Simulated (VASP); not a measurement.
## CdSe: electric field gradients with LDA

Crystal: CdSe.

```
Cd Se
1.0
     0.00000    3.07027    3.16238
     3.07027    0.00000    3.16238
     3.07027    3.07027    0.00000
Cd Se
1 1
Cartesian
  0.0000 0.0000 0.0000
  1.5351 1.5351 1.5812
```

This cell differs from its parent crystal: zz strain of +3 %.

```yaml
Program: VASP 6.6.1
Task: electric field gradients
Functional: LDA
Potentials_or_basis: VASP PAW LDA potentials, release 64 (Cd, Se)
Cutoff: 400 eV
k_mesh: 8 × 8 × 8
Occupations: fermi-dirac, width 0.03 eV
Spin: no spin polarisation
Dipole_correction: no
Further_INCAR_settings: ALGO = Normal; EDIFF = 1e-08; NBANDS = 16
```

```yaml
Pressure: -4.5 GPa
Band_gap_on_the_k_mesh: 0.21 eV, direct
```

Stress tensor (GPa, compression positive):
```
-4.24  0.00  0.00
 0.00 -4.24  0.00
 0.00  0.00 -4.94
```

Levels at points of the mesh, in eV from the valence-band top:
```csv
k point,band 6,band 7,band 8,band 9,band 10,band 11,band 12,band 13
"(0.00, 0.00, 0.00)",-7.47,-0.09,0.00,0.00,0.21,5.76,5.76,5.77
"(0.50, 0.00, 0.00)",-7.23,-4.18,-0.78,-0.65,2.08,6.17,6.36,6.99
"(0.50, 0.50, 0.00)",-7.20,-4.04,-1.65,-1.65,3.06,3.67,8.41,9.67
"(0.50, 0.00, 0.50)",-7.16,-3.88,-1.78,-1.74,2.98,3.43,8.66,9.46
```

Electric field gradients, principal values (V/Å²):
| atom | least | middle | greatest (by size) |
| --- | --- | --- | --- |
| 1 Cd | 4.183 | 4.186 | -8.369 |
| 2 Se | -5.950 | -5.952 | 11.902 |

It took 50 s on 1 thread of Intel Xeon 6975P-C (shared host), peak memory 0.17 GiB.

Caveat: the cell differs from its parent crystal (zz strain of +3 %); without QUAD_EFG the Cq values of the log hold for a quadrupole moment of 1 mb, not for the nuclei.
